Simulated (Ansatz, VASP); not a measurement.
Given: the input of a run of VASP 6.6.1 on MoS2.

Contents of POSCAR:

```
MoS2
1.0
    3.1191256785      0.0000000000      0.0000000000
   -1.5595628393      2.7012420752      0.0000000000
    0.0000000000      0.0000000000     16.9807333112
Mo S
1 2
Direct
    0.0000000000      0.0000000000      0.0000000000
    0.3333333333      0.6666666667      0.9105070200
    0.3333333333      0.6666666667      0.0894929800
```

The input INCAR.step1:

```
SYSTEM = MoS2
PREC     = Accurate       ! precision mode
ENCUT    = 520            ! plane-wave cutoff, eV
ISMEAR   = -1             ! smearing method
SIGMA    = 0.05           ! smearing width, eV
LREAL    = .FALSE.        ! projectors in reciprocal space
LASPH    = .TRUE.         ! aspherical terms in the spheres
NELM     = 80             ! most SCF steps
NBANDS   = 20             ! bands
GGA      = PE             ! functional
ALGO     = Normal         ! electronic algorithm
EDIFF    = 1E-4           ! SCF threshold, eV
LWAVE    = .TRUE.         ! write WAVECAR
LCHARG   = .FALSE.        ! write CHGCAR
```

File INCAR.step2:

```
SYSTEM = MoS2
PREC     = Accurate       ! precision mode
ENCUT    = 520            ! plane-wave cutoff, eV
EDIFF    = 1E-6           ! SCF threshold, eV
ISMEAR   = -1             ! smearing method
SIGMA    = 0.05           ! smearing width, eV
LREAL    = .FALSE.        ! projectors in reciprocal space
LASPH    = .TRUE.         ! aspherical terms in the spheres
NELM     = 80             ! most SCF steps
ALGO     = Normal         ! electronic algorithm
ISIF     = 2              ! what is computed and relaxed
LWAVE    = .FALSE.        ! write WAVECAR
LCHARG   = .TRUE.         ! write CHGCAR
METAGGA  = R2SCAN         ! meta-GGA
LMIXTAU  = .TRUE.       
LELF     = .TRUE.         ! ELF
LVHAR    = .TRUE.       
NBANDS   = 20             ! bands
ISTART   = 1
```

The input KPOINTS:

```
Automatic mesh
0
G
  10 10 2
  0 0 0
```

Potentials or basis: VASP PAW PBE potentials, release 64 (Mo_sv, S).

Run with:

```sh
$ cat potpaw_PBE.64/Mo_sv/POTCAR potpaw_PBE.64/S/POTCAR > POTCAR
$ cp INCAR.step1 INCAR
$ mpirun -np 1 vasp_std > vasp.out
$ cp INCAR.step2 INCAR
$ mpirun -np 1 vasp_std > vasp.out
```

Problem. Set up the same calculation for Ansatz 0.2.0. Potentials there: Ansatz PAW.

Solution. As run (the cutoff follows the program's own potentials):

input.yaml

```yaml
crystal:
  lattice:
    - [3.1191256785, 0.0, 0.0]
    - [-1.5595628393, 2.7012420752, 0.0]
    - [0.0, 0.0, 16.9807333112]
  atoms:
    - { symbol: Mo, position: [0.0, 0.0, 0.0] }
    - { symbol: S, position: [0.3333333333, 0.6666666667, 0.91050702] }
    - { symbol: S, position: [0.3333333333, 0.6666666667, 0.08949298] }
hamiltonian:
  xc: r2scan
  pseudopotentials: { kind: paw }
kpoints:
  mp_grid: { grid: [10, 10, 2] }
scf:
  occupations: { method: fermi_dirac, width: 0.05 }
output:
  forces: true
  stress: true
  eigenvalues: true
```

Potentials or basis: Ansatz PAW.

The run is started by

```bash
$ ansatz run input.yaml --threads 2 --pin off --max-ram 5632MiB --backend cpu --events-out ev --progress --plain --runs-dir out
```

Both were run:

|  | VASP | Ansatz | Ansatz less VASP |
| --- | --- | --- | --- |
| gap on the k mesh at the Fermi level (eV) | 2.01 | 2.00 | -0.017 |
| least direct gap on the mesh (eV) | 2.23 | 2.22 | -0.009 |
| rms of the force components (eV/Å) | 0.551 | 0.549 | -0.0016 |

VASP's potentials were made for PBE, not for r2SCAN. Atom by atom the forces differ by 0.002 eV/Å (rms over components).
